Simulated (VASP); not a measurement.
# HfN (Fm-3m) in VASP: a series of runs

Runs on HfN. Level: PBE. Tasks: single point.

Everything below comes from runs of VASP 6.6.1. Logs are shortened: lines on timing, memory, paths and dates and some standing lists are left out, and cuts for length are marked.

## (1) The cell of the first run

It takes space group Fm-3m (No. 225, cubic). Conventional cell: a = 4.488 Å, b = 4.488 Å, c = 4.488 Å, α = 90.00°, β = 90.00°, γ = 90.00°. Within 3.0 Å of Hf (site symmetry m-3m) lie 6 N at 2.24 Å. N (site symmetry m-3m) has 6 Hf at 2.24 Å within 3.0 Å.

## (2) Single point, PBE (volume scaled by 0.98)

INCAR

```
PREC = Accurate ; ENCUT = 600
EDIFF = 1E-6 ; ISMEAR = -1
SIGMA = 0.03 ; LREAL = False
LASPH = True ; NELM = 120
ALGO = Normal ; ISIF = 2
LWAVE = False ; LCHARG = True
GGA = PE ; LELF = True
LVHAR = True ; NBANDS = 14
GGA_COMPAT = False
```

KPOINTS

```
regular mesh
0
Gamma
  10 10 10
```

POSCAR

```
HfN
1.0
    0.0000000000      2.2438384694      2.2438384694
    2.2438384694      0.0000000000      2.2438384694
    2.2438384694      2.2438384694      0.0000000000
Hf N
1 1
Direct
    0.0000000000      0.0000000000      0.0000000000
    0.5000000000      0.5000000000      0.5000000000
```

Potentials or basis: VASP PAW PBE potentials, release 64 (Hf_pv, N).

The run is started by

```sh
$ cat potpaw_PBE.64/Hf_pv/POTCAR potpaw_PBE.64/N/POTCAR > POTCAR
$ mpirun -np 1 vasp_std > vasp.out
```

OUTCAR:

```text
PREC = Accurate
   ENCUT = 600
   EDIFF = 1E-6
   ISMEAR = -1
   LREAL = False
   LASPH = True
   NELM = 120
   ISIF = 2
   GGA = PE

 ion  position               nearest neighbor table
   1  0.000  0.000  0.000-   2 2.24   2 2.24   2 2.24   2 2.24   2 2.24   2 2.24
   2  0.500  0.500  0.500-   1 2.24   1 2.24   1 2.24   1 2.24   1 2.24   1 2.24

  LATTYP: Found a face centered cubic cell.
 ALAT       =     4.4876769388

  Lattice vectors:

 A1 = (   0.0000000000,   2.2438384694,   2.2438384694)
 A2 = (   2.2438384694,   0.0000000000,   2.2438384694)
 A3 = (   2.2438384694,   2.2438384694,   0.0000000000)

Analysis of symmetry for initial positions (statically):
=====================================================================
 Subroutine PRICEL returns:
 Original cell was already a primitive cell.

 Routine SETGRP: Setting up the symmetry group for a
 face centered cubic supercell.

 Subroutine GETGRP returns: Found 48 space group operations
 (whereof 48 operations were pure point group operations)
 out of a pool of 48 trial point group operations.

The static configuration has the point symmetry O_h .

Analysis of symmetry for dynamics (positions and initial velocities):
=====================================================================
 Subroutine PRICEL returns:
 Original cell was already a primitive cell.

 Routine SETGRP: Setting up the symmetry group for a
 face centered cubic supercell.

 Subroutine GETGRP returns: Found 48 space group operations
 (whereof 48 operations were pure point group operations)
 out of a pool of 48 trial point group operations.

The dynamic configuration has the point symmetry O_h .

 Subroutine INISYM returns: Found 48 space group operations
 (whereof 48 operations are pure point group operations),
 and found     1 'primitive' translations

----------------------------------------------------------------------------------------

                                     Primitive cell

  volume of cell :      22.5946

  direct lattice vectors                    reciprocal lattice vectors
     0.000000000  2.243838469  2.243838469    -0.222832440  0.222832440  0.222832440
     2.243838469  0.000000000  2.243838469     0.222832440 -0.222832440  0.222832440
     2.243838469  2.243838469  0.000000000     0.222832440  0.222832440 -0.222832440

  length of vectors
     3.173266795  3.173266795  3.173266795     0.385957107  0.385957107  0.385957107

  position of ions in fractional coordinates (direct lattice)
     0.000000000  0.000000000  0.000000000
     0.500000000  0.500000000  0.500000000

  ion indices of the primitive-cell ions
   primitive index   ion index
                 1           1
                 2           2

----------------------------------------------------------------------------------------

 KPOINTS: regular mesh

Automatic generation of k-mesh.
 Grid dimensions read from file:
 generate k-points for:   10   10   10

 Generating k-lattice:

  Cartesian coordinates                     Fractional coordinates (reciprocal lattice)
    -0.022283244  0.022283244  0.022283244     0.100000000  0.000000000  0.000000000
     0.022283244 -0.022283244  0.022283244     0.000000000  0.100000000  0.000000000
     0.022283244  0.022283244 -0.022283244     0.000000000  0.000000000  0.100000000

  Length of vectors
     0.038595711  0.038595711  0.038595711

  Shift w.r.t. Gamma in fractional coordinates (k-lattice)
     0.000000000  0.000000000  0.000000000

 Subroutine IBZKPT returns following result:
 ===========================================

 Found     47 irreducible k-points:

 Following reciprocal coordinates:
            Coordinates               Weight
  0.000000  0.000000  0.000000      1.000000
  0.100000  0.000000  0.000000      8.000000
  0.200000  0.000000  0.000000      8.000000
  0.300000  0.000000  0.000000      8.000000
  0.400000  0.000000  0.000000      8.000000
  0.500000  0.000000  0.000000      4.000000
[... 16 lines left out ...]
  0.300000  0.300000  0.000000      6.000000
  0.400000  0.300000  0.000000     24.000000
 [... further k-points ...]
   k-points           NKPTS =     47   k-points in BZ     NKDIM =     47   number of bands    NBANDS=     14
   number of dos      NEDOS =    301   number of ions     NIONS =      2
   total plane-waves  NPLWV =  21952
   dimension x,y,z NGX =    28 NGY =   28 NGZ =   28
   dimension x,y,z NGXF=    56 NGYF=   56 NGZF=   56
   ions per type =               1   1
   NGX,Y,Z   is equivalent  to a cutoff of  14.67, 14.67, 14.67 a.u.
   NGXF,Y,Z  is equivalent  to a cutoff of  29.34, 29.34, 29.34 a.u.
 SYSTEM =  unknown system
   PREC   = accura    normal or accurate (medium, high low for compatibility)
   ISTART =      0    job   : 0-new  1-cont  2-samecut
   ICHARG =      2    charge: 1-file 2-atom 10-const
   ISPIN  =      1    spin polarized calculation?
   LNONCOLLINEAR =      F non collinear calculations
   LSORBIT =      F    spin-orbit coupling
   LASPH  =      T    aspherical Exc in radial PAW
   ENCUT  =  600.0 eV  44.10 Ry    6.64 a.u.   6.34  6.34  6.34*2*pi/ulx,y,z
   NELM   =    120;   NELMIN=  2; NELMDL= -5     # of ELM steps
   EDIFF  = 0.1E-05   stopping-criterion for ELM
   LREAL  =      F    real-space projection
   EDIFFG = 0.1E-04   stopping-criterion for IOM
   NSW    =      0    number of steps for IOM
   IBRION =     -1    ionic relax: 0-MD 1-quasi-New 2-CG
   NFREE  =      0    steps in history (QN), initial steepest desc. (CG)
   ISIF   =      2    stress and relaxation
   ISYM   =      2    0-nonsym 1-usesym 2-fastsym
   POTIM  = 0.5000    time-step for ionic-motion
   TEBEG  =    0.0;   TEEND  =   0.0 temperature during run
   PSTRESS=    0.0 pullay stress
   NELECT =      15.0000    total number of electrons
   NUPDOWN=      -1.0000    fix difference up-down
   EMIN   =  10.00;   EMAX   =-10.00  energy-range for DOS
   EFERMI =   0.00;   METHOD = LEGACY
   ISMEAR =    -1;   SIGMA  =   0.03  broadening in eV -4-tet -1-fermi 0-gaus
   EFERMI_NEDOS =   21; number of points for ismear=-14 and -15
   IALGO  =     38    algorithm
   IMIX   =      4    mixing-type and parameters
     AMIX     =   0.40;   BMIX     =  1.00
     AMIX_MAG =   1.60;   BMIX_MAG =  1.00
  volume/ion in A,a.u.               =      11.30        76.24
  Fermi-wavevector in a.u.,A,eV,Ry     =   1.428139  2.698790 27.750165  2.039580
  Thomas-Fermi vector in A             =   2.548233
   LORBIT       =      0    0 simple, 1 ext, 2 COOP (PROOUT), +10 PAW based schemes
   GGA     = PE    functional components
   LHFCALC =     F    Hartree Fock is set to
   AEXX    =    0.0000 exact exchange contribution
   IVDW    =     0    specifies the selected vdW correction
   LEPSILON=     F    determine dielectric tensor
   LRPA    =     F    only Hartree local field effects (RPA)
 non-spin polarized calculation
  energy-cutoff  :      600.00
  volume of cell :       22.59
 maximum number of plane-waves:       769
 NGX is ok and might be reduce to    28
   NGX = 13   NGY = 13   NGZ = 13

 number of electron      15.0000002 magnetization

 Free energy of the ion-electron system (eV)
  ---------------------------------------------------
  ext. energy  EPLUGINS =         0.00000000
  ---------------------------------------------------
  free energy    TOTEN  =       -21.73293887 eV

  energy without entropy =      -21.73030770  energy(sigma->0) =      -21.73162329

 E-fermi :   8.6045     XC(G=0): -12.8388

 val. band max:        8.5632554869   @ k =  -0.4000   0.3000   0.0000
 cond. band min:       8.6165244570   @ k =  -0.1000   0.1000   0.0000
 fundamental gap:      0.0532689701
 Fermi energy:         8.6044900508

 k-point     1 :       0.0000    0.0000    0.0000
  band No.  band energies     occupation
      1     -22.4996      2.00000
      2     -22.4996      2.00000
      3     -22.4996      2.00000
      4      -9.0692      2.00000
      5       5.5083      2.00000
      6       5.5083      2.00000
      7       5.5083      2.00000
      8       8.2109      2.00000
      9       8.2109      2.00000
     10       8.2109      2.00000
     11      10.5569      0.00000
     12      10.5878      0.00000
     13      10.5878      0.00000
     14      18.1819      0.00000

 k-point     2 :       0.1000    0.0000    0.0000
  band No.  band energies     occupation
      1     -22.6086      2.00000
      2     -22.5085      2.00000
      3     -22.5085      2.00000
      4      -8.8311      2.00000
      5       4.5812      2.00000
      6       4.9523      2.00000
      7       4.9523      2.00000
      8       8.4449      1.99027
      9       8.5445      1.76125
     10       8.5445      1.76125
     11      11.2536      0.00000
     12      11.3443      0.00000
     13      11.3443      0.00000
     14      18.9674      0.00000

 k-point     3 :       0.2000    0.0000    0.0000
  band No.  band energies     occupation
      1     -22.8820      2.00000
      2     -22.5317      2.00000
      3     -22.5317      2.00000
      4      -8.1926      2.00000
      5       2.8908      2.00000
      6       3.9369      2.00000
      7       3.9369      2.00000
      8       8.8424      0.00072
      9       9.3786      0.00000
     10       9.3786      0.00000
     11      12.7040      0.00000
     12      13.0522      0.00000
     13      13.0522      0.00000
     14      20.8392      0.00000

 k-point     4 :       0.3000    0.0000    0.0000
  band No.  band energies     occupation
      1     -23.1992      2.00000
      2     -22.5600      2.00000
      3     -22.5600      2.00000
      4      -7.3473      2.00000
      5       1.2651      2.00000
      6       3.0478      2.00000
      7       3.0478      2.00000
      8       9.5871      0.00000
      9      10.5627      0.00000
     10      10.5627      0.00000
     11      13.9359      0.00000
     12      15.0156      0.00000
     13      15.0156      0.00000
     14      20.8688      0.00000

 k-point     5 :       0.4000    0.0000    0.0000
  band No.  band energies     occupation
      1     -23.4415      2.00000
      2     -22.5827      2.00000
      3     -22.5827      2.00000
      4      -6.5700      2.00000
      5       0.0413      2.00000
      6       2.4728      2.00000
      7       2.4728      2.00000
      8      10.7994      0.00000
      9      11.7914      0.00000
     10      11.7914      0.00000
     11      13.9742      0.00000
[... 276 lines left out ...]
 k-point    22 :      -0.2000    0.2000    0.0000
  band No.  band energies     occupation
      1     -23.1414      2.00000
      2     -22.7553      2.00000
      3     -22.5484      2.00000
      4      -7.2926      2.00000
      5       1.1950      2.00000
      6       2.7854      2.00000
      7       3.5480      2.00000
      8       9.6621      0.00000
      9       9.9467      0.00000
     10      11.9564      0.00000
     11      12.3669      0.00000
     12      15.3316      0.00000
     13      16.5154      0.00000
     14      20.8651      0.00000

 k-point    23 :       0.3000    0.3000    0.0000
  band No.  band energies     occupation
      1     -23.1082      2.00000
      2     -22.7172      2.00000
      3     -22.7172      2.00000
      4      -7.7472      2.00000
      5       1.6754      2.00000
      6       4.6642      2.00000
      7       4.6642      2.00000
      8       5.5851      2.00000
      9      11.9050      0.00000
     10      12.4990      0.00000
     11      12.7709      0.00000
     12      12.7709      0.00000
     13      17.7793      0.00000
     14      20.8704      0.00000

 k-point    24 :       0.4000    0.3000    0.0000
  band No.  band energies     occupation
      1     -23.2243      2.00000
      2     -22.7826      2.00000
      3     -22.7514      2.00000
      4      -7.6414      2.00000
      5       1.9074      2.00000
      6       3.9022      2.00000
      7       4.3997      2.00000
      8       6.0442      2.00000
      9      12.7625      0.00000
     10      13.2857      0.00000
     11      13.4464      0.00000
     12      13.5636      0.00000
     13      17.9465      0.00000
     14      20.1759      0.00000

 [... further k-points ...]
[... 5 lines left out ...]
  --------------------------------------------------------------------------------------
  -------------------------------------------------------------------------------------
  Total        1.2592998      1.2592998      1.2592998     -0.0000000      0.0000000     -0.0000000
  in kB       89.2966041     89.2966041     89.2966041     -0.0000000      0.0000000     -0.0000000
  external PRESSURE =      89.2966041 kB  Pullay stress =       0.0000000 kB

 VOLUME and BASIS-vectors are now :
 -----------------------------------------------------------------------------
  energy-cutoff  :      600.00
  volume of cell :       22.59
      direct lattice vectors                 reciprocal lattice vectors
     0.000000000  2.243838469  2.243838469    -0.222832440  0.222832440  0.222832440
     2.243838469  0.000000000  2.243838469     0.222832440 -0.222832440  0.222832440
     2.243838469  2.243838469  0.000000000     0.222832440  0.222832440 -0.222832440

 POSITION                                       TOTAL-FORCE (eV/Angst)
 -----------------------------------------------------------------------------------
      0.00000      0.00000      0.00000         0.000000      0.000000      0.000000
      2.24384      2.24384      2.24384         0.000000      0.000000      0.000000
 -----------------------------------------------------------------------------------
    total drift:                                0.000000      0.000000      0.000000

  FREE ENERGIE OF THE ION-ELECTRON SYSTEM (eV)
  ---------------------------------------------------
  free  energy   TOTEN  =       -21.7329388695 eV

  energy  without entropy=      -21.7303077024  energy(sigma->0) =      -21.73162329
```

Wall time 29 s (1 thread of AMD EPYC 7R13, shared host); peak memory 0.14 GiB.

What came out:

- Free energy: -21.7329 eV
- Pressure: 8.9 GPa

Levels at points of the mesh, in eV from the Fermi level:
| k point | band 4 | band 5 | band 6 | band 7 | band 8 | band 9 | band 10 | band 11 | band 12 | band 13 |
| --- | --- | --- | --- | --- | --- | --- | --- | --- | --- | --- |
| (0.00, 0.00, 0.00) | -17.67 | -3.10 | -3.10 | -3.10 | -0.39 | -0.39 | -0.39 | 1.95 | 1.98 | 1.98 |
| (0.50, 0.00, 0.00) | -14.84 | -9.05 | -6.33 | -6.33 | 3.33 | 3.77 | 3.77 | 4.50 | 9.04 | 9.04 |
| (0.50, 0.50, 0.00) | -16.58 | -5.45 | -3.94 | -3.75 | -3.75 | 4.18 | 5.65 | 5.65 | 5.80 | 8.23 |

Caveat: spin-orbit coupling is left out, which moves the levels of the heavy elements.

(Continued in part 2 of 2.)
